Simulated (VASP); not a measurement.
Set up this calculation in VASP 6.6.1, as the native input.

- Task: single point
- Functional: LDA
- Potentials or basis: VASP PAW LDA potentials, release 64 (Zr_sv, Hg)
- Cutoff: 520 eV
- k mesh: 4 × 4 × 4
- Occupations: fermi-dirac, width 0.1 eV
- Spin: no spin polarisation
- Dipole correction: no
- Further INCAR settings: ALGO = Normal; EDIFF = 1e-06; NBANDS = 58

The structure of Zr3Hg lies in POSCAR:

```
Zr3Hg
1.0
    5.5600000000      0.0000000000      0.0000000000
    0.0000000000      5.5600000000      0.0000000000
    0.0000000000      0.0000000000      5.5600000000
Zr Hg
6 2
Direct
    0.2500000000      0.0000000000      0.5000000000
    0.5000000000      0.7500000000      0.0000000000
    0.7500000000      0.0000000000      0.5000000000
    0.5000000000      0.2500000000      0.0000000000
    0.0000000000      0.5000000000      0.7500000000
    0.0000000000      0.5000000000      0.2500000000
    0.0000000000      0.0000000000      0.0000000000
    0.5000000000      0.5000000000      0.5000000000
```

These files were run (other wordings do the same):

INCAR

```
  PREC = Accurate
  ENCUT = 520
  EDIFF = 1E-6
  ISMEAR = -1
  SIGMA = 0.1
  LREAL = False
  LASPH = True
  NELM = 100
  ALGO = Normal
  ISIF = 2
  LWAVE = False
  LCHARG = False
  GGA = CA
  NBANDS = 58
```

KPOINTS

```
Automatic mesh
0
Gamma
  4 4 4
```

Potentials or basis: VASP PAW LDA potentials, release 64 (Zr_sv, Hg).

Command:

```console
$ cat potpaw_LDA.64/Zr_sv/POTCAR potpaw_LDA.64/Hg/POTCAR > POTCAR
$ mpirun -np 1 vasp_std > vasp.out
```

Results of the run:

```
Pressure               : -4.9 GPa
Band gap on the k mesh : zero (band 48 reaches 7.94 eV, above the bottom of band 49 at 7.38 eV)
```

Caveat: spin-orbit coupling is left out, which moves the levels of the heavy elements.

It took 73 s on 1 thread of Intel(R) Xeon(R) Platinum 8375C CPU @ 2.90GHz (Ice Lake), with other jobs on the host, peak memory 0.25 GiB.
